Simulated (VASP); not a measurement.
# CdSe (P6_3mc) in VASP: single point with PBEsol

Aim: the single point of CdSe with PBEsol.

Program: VASP 6.6.1. These are calculated values, not measurements. Logs are shortened: lines on timing, memory, paths and dates and some standing lists are left out, and cuts for length are marked.

## Step 1: The cell of the first run

Symmetry: P6_3mc, No. 186, hexagonal system. Conventional cell: a = 4.300 Å, b = 4.300 Å, c = 7.020 Å, α = 90.00°, β = 90.00°, γ = 120.00°. Cd (site symmetry 3m) has 4 Se at 2.61 to 2.70 Å within 3.4 Å. Within 3.4 Å of Se (site symmetry 3m) lie 4 Cd at 2.61 to 2.70 Å.

## Step 2: Single point, PBEsol, collinear spin

POSCAR

```
CdSe
1.0
    4.3000000000      0.0000000000      0.0000000000
   -2.1500000000      3.7239092363      0.0000000000
    0.0000000000      0.0000000000      7.0200000000
Cd Se
2 2
Direct
    0.6666666667      0.3333333333      0.5000000000
    0.3333333333      0.6666666667      0.0000000000
    0.6666666667      0.3333333333      0.8850000000
    0.3333333333      0.6666666667      0.3850000000
```

INCAR.step1

```
PREC = Accurate ; ENCUT = 520
EDIFF = 1E-6 ; ISMEAR = -1
SIGMA = 0.05 ; LREAL = False
LASPH = True ; NELM = 150
ALGO = Normal ; ISIF = 2
LWAVE = False ; LCHARG = True
ISPIN = 2 ; MAGMOM = 0.5 -0.25 0 0
GGA = PS ; NBANDS = 30
```

KPOINTS.step1

```
regular mesh
0
Gamma
  7 7 4
```

INCAR.step2

```
PREC = Accurate ; ENCUT = 520
EDIFF = 1E-6 ; ISMEAR = -5
SIGMA = 0.05 ; LREAL = False
LASPH = True ; NELM = 150
ALGO = Normal ; ISIF = 2
LWAVE = False ; LCHARG = False
ISPIN = 2 ; MAGMOM = 0.5 -0.25 0 0
LORBIT = 11 ; GGA = PS
NEDOS = 2001 ; ICHARG = 11
```

KPOINTS.step2

```
regular mesh
0
Gamma
  11 11 6
```

Potentials or basis: VASP PAW PBE potentials, release 64 (Cd, Se).

Command:

```
> cat potpaw_PBE.64/Cd/POTCAR potpaw_PBE.64/Se/POTCAR > POTCAR
> cp INCAR.step1 INCAR
> cp KPOINTS.step1 KPOINTS
> mpirun -np 1 vasp_std > vasp.out
> cp INCAR.step2 INCAR
> cp KPOINTS.step2 KPOINTS
> mpirun -np 1 vasp_std > vasp.out
```

OUTCAR:

```text
PREC = Accurate
   ENCUT = 520
   EDIFF = 1E-6
   ISMEAR = -5
   LREAL = False
   LASPH = True
   NELM = 150
   ISIF = 2
   ISPIN = 2
   LORBIT = 11
   GGA = PS
   ICHARG = 11

 ion  position               nearest neighbor table
   1  0.667  0.333  0.500-   4 2.61   4 2.61   4 2.61   3 2.70
   2  0.333  0.667  0.000-   3 2.61   3 2.61   3 2.61   4 2.70
   3  0.667  0.333  0.885-   2 2.61   2 2.61   2 2.61   1 2.70
   4  0.333  0.667  0.385-   1 2.61   1 2.61   1 2.61   2 2.70

  LATTYP: Found a hexagonal cell.
 ALAT       =     4.3000000000
 C/A-ratio  =     1.6325581395

  Lattice vectors:

 A1 = (   4.3000000000,   0.0000000000,   0.0000000000)
 A2 = (  -2.1500000000,   3.7239092363,   0.0000000000)
 A3 = (   0.0000000000,   0.0000000000,   7.0200000000)

Analysis of symmetry for initial positions (statically):
=====================================================================
 Subroutine PRICEL returns:
 Original cell was already a primitive cell.

 Routine SETGRP: Setting up the symmetry group for a
 hexagonal supercell.

 Subroutine GETGRP returns: Found 12 space group operations
 (whereof  6 operations were pure point group operations)
 out of a pool of 24 trial point group operations.

The static configuration has the point symmetry C_3v.
 The point group associated with its full space group is C_6v.

Analysis of symmetry for dynamics (positions and initial velocities):
=====================================================================
 Subroutine PRICEL returns:
 Original cell was already a primitive cell.

 Routine SETGRP: Setting up the symmetry group for a
 hexagonal supercell.

 Subroutine GETGRP returns: Found 12 space group operations
 (whereof  6 operations were pure point group operations)
 out of a pool of 24 trial point group operations.

The dynamic configuration has the point symmetry C_3v.
 The point group associated with its full space group is C_6v.

Analysis of structural, dynamic, and magnetic symmetry:
=====================================================================
 Subroutine PRICEL returns:
 Original cell was already a primitive cell.

 Routine SETGRP: Setting up the symmetry group for a
 hexagonal supercell.

 Subroutine GETGRP returns: Found  6 space group operations
 (whereof  6 operations were pure point group operations)
 out of a pool of 24 trial point group operations.

The overall configuration has the point symmetry C_3v.

 Subroutine INISYM returns: Found  6 space group operations
 (whereof  6 operations are pure point group operations),
 and found     1 'primitive' translations

----------------------------------------------------------------------------------------

                                     Primitive cell

  volume of cell :     112.4099

  direct lattice vectors                    reciprocal lattice vectors
     4.300000000  0.000000000  0.000000000     0.232558140  0.134267504  0.000000000
    -2.150000000  3.723909236  0.000000000     0.000000000  0.268535009  0.000000000
     0.000000000  0.000000000  7.020000000     0.000000000  0.000000000  0.142450142

  length of vectors
     4.300000000  4.300000000  7.020000000     0.268535009  0.268535009  0.142450142

  position of ions in fractional coordinates (direct lattice)
     0.666666667  0.333333333  0.500000000
     0.333333333  0.666666667  0.000000000
     0.666666667  0.333333333  0.885000000
     0.333333333  0.666666667  0.385000000

  ion indices of the primitive-cell ions
   primitive index   ion index
                 1           1
                 2           2
                 3           3
                 4           4

----------------------------------------------------------------------------------------

 KPOINTS: regular mesh

Automatic generation of k-mesh.
 Grid dimensions read from file:
 generate k-points for:   11   11    6

 Generating k-lattice:

  Cartesian coordinates                     Fractional coordinates (reciprocal lattice)
     0.021141649  0.012206137  0.000000000     0.090909091  0.000000000  0.000000000
     0.000000000  0.024412274  0.000000000     0.000000000  0.090909091  0.000000000
     0.000000000  0.000000000  0.023741690     0.000000000  0.000000000  0.166666667

  Length of vectors
     0.024412274  0.024412274  0.023741690

  Shift w.r.t. Gamma in fractional coordinates (k-lattice)
     0.000000000  0.000000000  0.000000000

 TETIRR: Found   1047 inequivalent tetrahedra from     4356

 Subroutine IBZKPT returns following result:
 ===========================================

 Found     84 irreducible k-points:

 Following reciprocal coordinates:
            Coordinates               Weight
  0.000000  0.000000  0.000000      1.000000
  0.090909 -0.000000  0.000000      6.000000
  0.181818 -0.000000  0.000000      6.000000
  0.272727  0.000000  0.000000      6.000000
  0.363636 -0.000000  0.000000      6.000000
  0.454545 -0.000000  0.000000      6.000000
[... 16 lines left out ...]
  0.000000  0.272727  0.166667      6.000000
  0.363636 -0.000000  0.166667      6.000000
 [... further k-points ...]
   k-points           NKPTS =     84   k-points in BZ     NKDIM =     84   number of bands    NBANDS=     22
   number of dos      NEDOS =   2001   number of ions     NIONS =      4
   total plane-waves  NPLWV =  55296
   dimension x,y,z NGX =    32 NGY =   32 NGZ =   54
   dimension x,y,z NGXF=    64 NGYF=   64 NGZF=  108
   ions per type =               2   2
   NGX,Y,Z   is equivalent  to a cutoff of  12.37, 12.37, 12.79 a.u.
   NGXF,Y,Z  is equivalent  to a cutoff of  24.74, 24.74, 25.58 a.u.
 SYSTEM =  unknown system
   PREC   = accura    normal or accurate (medium, high low for compatibility)
   ISTART =      0    job   : 0-new  1-cont  2-samecut
   ICHARG =     11    charge: 1-file 2-atom 10-const
   ISPIN  =      2    spin polarized calculation?
   LNONCOLLINEAR =      F non collinear calculations
   LSORBIT =      F    spin-orbit coupling
   LASPH  =      T    aspherical Exc in radial PAW
   ENCUT  =  520.0 eV  38.22 Ry    6.18 a.u.   8.00  8.00 13.05*2*pi/ulx,y,z
   NELM   =    150;   NELMIN=  2; NELMDL=  0     # of ELM steps
   EDIFF  = 0.1E-05   stopping-criterion for ELM
   LREAL  =      F    real-space projection
   EDIFFG = 0.1E-04   stopping-criterion for IOM
   NSW    =      0    number of steps for IOM
   IBRION =     -1    ionic relax: 0-MD 1-quasi-New 2-CG
   NFREE  =      0    steps in history (QN), initial steepest desc. (CG)
   ISIF   =      2    stress and relaxation
   ISYM   =      2    0-nonsym 1-usesym 2-fastsym
   POTIM  = 0.5000    time-step for ionic-motion
   TEBEG  =    0.0;   TEEND  =   0.0 temperature during run
   PSTRESS=    0.0 pullay stress
   NELECT =      36.0000    total number of electrons
   NUPDOWN=      -1.0000    fix difference up-down
   EMIN   =  10.00;   EMAX   =-10.00  energy-range for DOS
   EFERMI =   0.00;   METHOD = LEGACY
   ISMEAR =    -5;   SIGMA  =   0.05  broadening in eV -4-tet -1-fermi 0-gaus
   EFERMI_NEDOS =   21; number of points for ismear=-14 and -15
   IALGO  =     38    algorithm
   IMIX   =      4    mixing-type and parameters
     AMIX     =   0.40;   BMIX     =  1.00
     AMIX_MAG =   1.60;   BMIX_MAG =  1.00
  volume/ion in A,a.u.               =      28.10       189.64
  Fermi-wavevector in a.u.,A,eV,Ry     =   1.120059  2.116604 17.068937  1.254531
  Thomas-Fermi vector in A             =   2.256702
   LORBIT       =     11    0 simple, 1 ext, 2 COOP (PROOUT), +10 PAW based schemes
   GGA     = PS    functional components
   LHFCALC =     F    Hartree Fock is set to
   AEXX    =    0.0000 exact exchange contribution
   IVDW    =     0    specifies the selected vdW correction
   LEPSILON=     F    determine dielectric tensor
   LRPA    =     F    only Hartree local field effects (RPA)
 spin polarized calculation
 Fermi weights with tetrahedron method with Bloechl corrections
  energy-cutoff  :      520.00
  volume of cell :      112.41
 maximum number of plane-waves:      3050

 number of electron      35.9999998 magnetization      -0.0000099

 Free energy of the ion-electron system (eV)
  ---------------------------------------------------
  ext. energy  EPLUGINS =         0.00000000
  ---------------------------------------------------
  free energy    TOTEN  =       -12.33341697 eV

  energy without entropy =      -12.33341697  energy(sigma->0) =      -12.33341697

 E-fermi :   0.8118     XC(G=0):  -9.0935

 val. band max:        0.8061668344   @ k =   0.0000   0.0000   0.0000
 cond. band min:       1.3859622452   @ k =   0.0000   0.0000   0.0000
 fundamental gap:      0.5797954109
 Fermi energy:         0.8117608403

 spin component 1

 k-point     1 :       0.0000    0.0000    0.0000
  band No.  band energies     occupation
      1     -11.8175      1.00000
      2     -11.4436      1.00000
      3      -7.1090      1.00000
      4      -7.1090      1.00000
      5      -7.0529      1.00000
      6      -7.0529      1.00000
[... 14 lines left out ...]
     21       6.6016      0.00000
     22       6.6024      0.00000

 k-point     2 :       0.0909   -0.0000    0.0000
  band No.  band energies     occupation
      1     -11.7906      1.00000
      2     -11.4304      1.00000
      3      -7.0976      1.00000
      4      -7.0939      1.00000
      5      -7.0410      1.00000
      6      -7.0388      1.00000
[... 14 lines left out ...]
     21       6.3081      0.00000
     22       6.7520      0.00000
[... 523 lines left out ...]
     21       5.9900      0.00000
     22       6.2214      0.00000

 k-point    24 :       0.3636   -0.0000    0.1667
  band No.  band energies     occupation
      1     -11.4986      1.00000
      2     -11.3351      1.00000
      3      -6.9997      1.00000
      4      -6.9985      1.00000
      5      -6.9112      1.00000
      6      -6.8904      1.00000
[... 14 lines left out ...]
     21       5.8931      0.00000
     22       6.2118      0.00000

 [... further k-points ...]

 spin component 2

 k-point     1 :       0.0000    0.0000    0.0000
  band No.  band energies     occupation
      1     -11.8175      1.00000
      2     -11.4436      1.00000
      3      -7.1090      1.00000
      4      -7.1089      1.00000
      5      -7.0529      1.00000
      6      -7.0529      1.00000
[... 14 lines left out ...]
     21       6.6016      0.00000
     22       6.6018      0.00000

 k-point     2 :       0.0909   -0.0000    0.0000
  band No.  band energies     occupation
      1     -11.7906      1.00000
      2     -11.4304      1.00000
      3      -7.0976      1.00000
      4      -7.0939      1.00000
      5      -7.0410      1.00000
      6      -7.0388      1.00000
[... 14 lines left out ...]
     21       6.3081      0.00000
     22       6.7507      0.00000
[... 523 lines left out ...]
     21       5.9900      0.00000
     22       6.2214      0.00000

 k-point    24 :       0.3636   -0.0000    0.1667
  band No.  band energies     occupation
      1     -11.4986      1.00000
      2     -11.3351      1.00000
      3      -6.9997      1.00000
      4      -6.9985      1.00000
      5      -6.9112      1.00000
      6      -6.8903      1.00000
[... 14 lines left out ...]
     21       5.8931      0.00000
     22       6.2118      0.00000

 [... further k-points ...]
[... 5 lines left out ...]
  --------------------------------------------------------------------------------------
  -------------------------------------------------------------------------------------
  Total        0.7809016      0.7809016     -0.5448211      0.0000000      0.0000000      0.0000000
  in kB       11.1301819     11.1301819     -7.7653285      0.0000000      0.0000000      0.0000000
  external PRESSURE =       4.8316784 kB  Pullay stress =       0.0000000 kB

 VOLUME and BASIS-vectors are now :
 -----------------------------------------------------------------------------
  energy-cutoff  :      520.00
  volume of cell :      112.41
      direct lattice vectors                 reciprocal lattice vectors
     4.300000000  0.000000000  0.000000000     0.232558140  0.134267504  0.000000000
    -2.150000000  3.723909236  0.000000000     0.000000000  0.268535009  0.000000000
     0.000000000  0.000000000  7.020000000     0.000000000  0.000000000  0.142450142

 POSITION                                       TOTAL-FORCE (eV/Angst)
 -----------------------------------------------------------------------------------
      2.15000      1.24130      3.51000        -0.000000     -0.000000      0.274347
     -0.00000      2.48261      0.00000        -0.000000      0.000000      0.274342
      2.15000      1.24130      6.21270         0.000000     -0.000000     -0.274346
     -0.00000      2.48261      2.70270         0.000000     -0.000000     -0.274343
 -----------------------------------------------------------------------------------
    total drift:                               -0.000000     -0.000000      0.000399

  FREE ENERGIE OF THE ION-ELECTRON SYSTEM (eV)
  ---------------------------------------------------
  free  energy   TOTEN  =       -12.3334169705 eV

  energy  without entropy=      -12.3334169705  energy(sigma->0) =      -12.33341697

 total charge

# of ion       s       p       d       tot
------------------------------------------
    1        0.449   0.318   9.550  10.317
    2        0.449   0.318   9.550  10.317
    3        1.445   2.380   0.023   3.848
    4        1.445   2.380   0.023   3.848
--------------------------------------------------
tot          3.788   5.396  19.146  28.330

 magnetization (x)

# of ion       s       p       d       tot
------------------------------------------
    1       -0.000  -0.000   0.000  -0.000
    2        0.000   0.000  -0.000   0.000
    3       -0.000  -0.000   0.000  -0.000
    4       -0.000   0.000   0.000   0.000
--------------------------------------------------
tot         -0.000   0.000   0.000   0.000
```

Run time: 3.3 min. Hardware: 1 thread of AMD EPYC 9R45 (Zen 5), shared host; peak memory 0.44 GiB.

Results:

| Quantity | Value |
| --- | --- |
| Net moment | 0.00 μB per cell |
| Valence electrons inside the program's atomic spheres | Cd 10.32; Se 3.85 |

Caveat: the PAW data sets were made with another functional, which shifts forces and pressure a little.
